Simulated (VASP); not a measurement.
The system is Co.

```xyz
2
Lattice="2.4938 0.0000 0.0000 -1.2469 2.1597 0.0000 0.0000 0.0000 4.0331" Properties=species:S:1:pos:R:3 pbc="T T T"
Co    0.0000    1.4398    1.0083
Co    1.2469    0.7199    3.0248
```

- Program: VASP 6.6.1
- Task: relaxation of cell and atoms
- Functional: LDA
- Potentials or basis: VASP PAW LDA potentials, release 64 (Co)
- Cutoff: 600 eV
- k mesh: 21 × 21 × 10
- Occupations: gaussian, width 0.1 eV
- Spin: collinear spin, ferromagnetic start
- Starting moments: [1.86, 1.86] μB

At the start: pressure -19.3 GPa; volume 10.86 Å³/atom.

**Question.** Where does the relaxation end?

**Answer.** Over 9 steps the energy falls by 58.0 meV/atom and the volume is 9.97 Å³/atom (-8.2 %); space group P6_3/mmc (No. 194, to 0.1 Å) before and after; moment 2.99 μB per cell.

The path:
```tsv
step	energy change (eV)	largest force (eV/Å)	pressure (GPa)	volume (Å³)
1	0.0000	0.0000	-19.26	21.72
2	0.0958	0.0000	35.01	17.87
3	-0.1158	0.0000	-0.72	20.00
4	-0.1159	0.0000	-0.09	19.95
5	-0.1159	0.0000	0.35	19.91
6	-0.1159	0.0000	-0.38	19.97
7	-0.1160	0.0000	-0.19	19.95
8	-0.1160	0.0000	-0.12	19.95
9	-0.1160	0.0000	0.05	19.93
```

Final structure:
```xyz
2
Lattice="2.4263 0.0000 0.0000 -1.2131 2.1012 0.0000 0.0000 0.0000 3.9101" Properties=species:S:1:pos:R:3 pbc="T T T"
Co    0.0000    1.4008    0.9775
Co    1.2131    0.7004    2.9326
```
